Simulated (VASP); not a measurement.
Write the native input for VASP 6.6.1 that does the following.

* Task: single point
* Functional: LDA
* Potentials or basis: VASP PAW LDA potentials, release 64 (Ag, I)
* Cutoff: 500 eV
* k mesh: 6 × 6 × 4
* Occupations: gaussian, width 0.01 eV
* Spin: no spin polarisation
* Dipole correction: no
* Further INCAR settings: ALGO = Normal; EDIFF = 1e-06; NBANDS = 26

The structure of AgI lies in POSCAR:

```
AgI
1.0
    4.5746894852      0.0000000000      0.0000000000
   -2.2873447426      3.9617973086      0.0000000000
    0.0000000000      0.0000000000      7.2524876192
Ag I
2 2
Direct
    0.6666666667      0.3333333333      0.6277265145
    0.3333333333      0.6666666667      0.1277265145
    0.6666666667      0.3333333333      0.0022734855
    0.3333333333      0.6666666667      0.5022734855
```

This cell differs from its parent crystal: in-plane strain +0.02.

One way to write it, as run:

INCAR

```
SYSTEM = AgI
PREC = Accurate
ENCUT = 500
EDIFF = 1E-6
ISMEAR = 0
SIGMA = 0.01
LREAL = .False.
LASPH = .True.
NELM = 120
ALGO = Normal
ISIF = 2
LWAVE = .False.
LCHARG = .False.
GGA = CA
NBANDS = 26
GGA_COMPAT = .False.
```

KPOINTS

```
Automatic mesh
0
Gamma
  6 6 4
  0 0 0
```

Potentials or basis: VASP PAW LDA potentials, release 64 (Ag, I).

Launch:

```bash
$ cat potpaw_LDA.64/Ag/POTCAR potpaw_LDA.64/I/POTCAR > POTCAR
$ mpirun -np 1 vasp_std > vasp.out
```

It gave:

| Property | Result |
| --- | --- |
| Pressure | -0.9 GPa |
| Largest force | 0.185 eV/Å |
| Band gap on the k mesh | 1.16 eV |

Caveat: the cell differs from its parent crystal (in-plane strain +0.02); spin-orbit coupling is left out, which moves the levels of the heavy elements.

Run time: 87 s on 1 thread of Intel Xeon 8259CL, on a shared host, peak memory 0.24 GiB.
